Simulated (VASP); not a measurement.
Write the native input for VASP 6.6.1 that does the following.

```yaml
Task: single point
Functional: PBE
Potentials_or_basis: VASP PAW PBE potentials, release 64 (Ag)
Cutoff: 500 eV
k_mesh: 14 × 14 × 4
Occupations: fermi-dirac, width 0.08 eV
Spin: no spin polarisation
Dipole_correction: no
Further_INCAR_settings: ALGO = Normal; EDIFF = 1e-06; NBANDS = 30
```

The structure of Ag lies in POSCAR:

```
Ag
1.0
    2.8861989086      0.0144309945      0.0144309945
   -1.4306018464      2.4923060780      0.0052821106
    0.0500000000      0.0500000000     10.0000000000
Ag
4
Direct
    0.3333333333      0.6666666667      0.2500000000
    0.6666666667      0.3333333333      0.7500000000
    0.0000000000      0.0000000000      0.0000000000
    0.0000000000      0.0000000000      0.5000000000
```

This cell differs from its parent crystal: equal xy, yz and zx shear strains of +1 %.

One way to write it, as run:

INCAR

```
  ALGO = Normal
  EDIFF = 1E-6
  ENCUT = 500
  GGA = PE
  GGA_COMPAT = False
  ISIF = 2
  ISMEAR = -1
  LASPH = True
  LCHARG = True
  LELF = True
  LREAL = False
  LVHAR = True
  LWAVE = False
  NBANDS = 30
  NELM = 120
  PREC = Accurate
  SIGMA = 0.08
```

KPOINTS

```
k-points
0
Gamma
  14 14 4
```

Potentials or basis: VASP PAW PBE potentials, release 64 (Ag).

The run is started by

```sh
$ cat potpaw_PBE.64/Ag/POTCAR > POTCAR
$ mpirun -np 1 vasp_std > vasp.out
```

It gave:

| Quantity | Value |
| --- | --- |
| Pressure | -0.4 GPa |
| Largest force | 0.005 eV/Å |
| Band gap on the k mesh | zero (bands 22 and 23 overlap by 6.14 eV) |

Caveat: the cell differs from its parent crystal (equal xy, yz and zx shear strains of +1 %).

Run time: 4.6 min on 1 thread of AMD EPYC 9R45 96-Core Processor (Zen 5), with other jobs on the host, peak memory 0.61 GiB.
